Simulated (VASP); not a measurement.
A run of VASP 6.6.1 is set up as follows.

File INCAR:

```
SYSTEM = LiF
PREC = Accurate ; ENCUT = 520
EDIFF = 1E-6 ; ISMEAR = 0
SIGMA = 0.05 ; LREAL = .FALSE.
LASPH = .TRUE. ; NELM = 60
ALGO = Normal ; ISIF = 2
LWAVE = .FALSE. ; LCHARG = .TRUE.
GGA = CA ; LELF = .TRUE.
LVHAR = .TRUE. ; NBANDS = 18
```

The input KPOINTS:

```
Automatic mesh
0
G
  9 9 6
  0 0 0
```

File POSCAR:

```
LiF
1.0
    3.0791890900      0.0000000000      0.0000000000
   -1.5395945450      2.6666559750      0.0000000000
    0.0000000000      0.0000000000      4.5116278546
Li F
2 2
Direct
    0.3333333333      0.6666666667      0.3839784076
    0.6666666667      0.3333333333      0.8839784076
    0.3333333333      0.6666666667      0.9910195924
    0.6666666667      0.3333333333      0.4910195924
```

Potentials or basis: VASP PAW LDA potentials, release 64 (Li_sv, F).

Command:

```bash
$ cat potpaw_LDA.64/Li_sv/POTCAR potpaw_LDA.64/F/POTCAR > POTCAR
$ mpirun -np 1 vasp_std > vasp.out
```

Task: Predict the band gap on the k mesh.

Result: 7.76 eV.

Task: Predict the largest force.

Result: 0.265 eV/Å.

Forces in eV/Å, atoms in the order of the input:
```
Li   0.000  0.000  0.265
Li   0.000  0.000  0.265
F    0.000  0.000 -0.265
F    0.000  0.000 -0.265
```

 A k mesh can miss the band edges.
